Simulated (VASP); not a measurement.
Wanted: the native input for a VASP 6.6.1 run.

```
Task                   : single point
Functional             : PBE
Dispersion             : D3(BJ)
Potentials or basis    : VASP PAW PBE potentials, release 64 (Te, Mo_sv)
Cutoff                 : 520 eV
k mesh                 : 12 × 12 × 2
Occupations            : fermi-dirac, width 0.02 eV
Spin                   : no spin polarisation
Dipole correction      : no
Further INCAR settings : ALGO = Normal; EDIFF = 1e-06; NBANDS = 35
```

The structure of Te2Mo lies in POSCAR:

```
Te2Mo
1.0
    3.4964011449      0.0000000000      0.0000000000
   -1.7482005724      3.0279722133      0.0000000000
    0.0000000000      0.0000000000     13.7008445272
Te Mo
4 2
Direct
    0.3333333333      0.6666666667      0.6173401540
    0.6666666667      0.3333333333      0.1173401540
    0.3333333333      0.6666666667      0.8826598460
    0.6666666667      0.3333333333      0.3826598460
    0.3333333333      0.6666666667      0.2500000000
    0.6666666667      0.3333333333      0.7500000000
```

These files were run (other wordings do the same):

INCAR

```
ALGO = Normal ; EDIFF = 1E-6
ENCUT = 520 ; GGA = PE
ISIF = 2 ; ISMEAR = -1
IVDW = 12 ; LASPH = T
LCHARG = T ; LELF = T
LREAL = F ; LVHAR = T
LWAVE = F ; NBANDS = 35
NELM = 100 ; PREC = Accurate
SIGMA = 0.02
```

KPOINTS

```
k-points
0
Gamma
  12 12 2
```

Potentials or basis: VASP PAW PBE potentials, release 64 (Te, Mo_sv).

Launch:

```bash
$ cat potpaw_PBE.64/Te/POTCAR potpaw_PBE.64/Mo_sv/POTCAR > POTCAR
$ mpirun -np 1 vasp_std > vasp.out
```

Results of the run:

```json
{"Pressure": "0.0 GPa", "Largest force": "0.010 eV/Å", "Band gap on the k mesh": "0.65 eV, indirect (least direct gap 1.04 eV)", "Dispersion energy per atom": "-0.554 eV"}
```

Caveat: spin-orbit coupling is left out, which moves the levels of the heavy elements.

Wall time 2 min on 1 thread of Intel(R) Xeon(R) 6975P-C (Granite Rapids), on a shared host, peak memory 0.38 GiB.
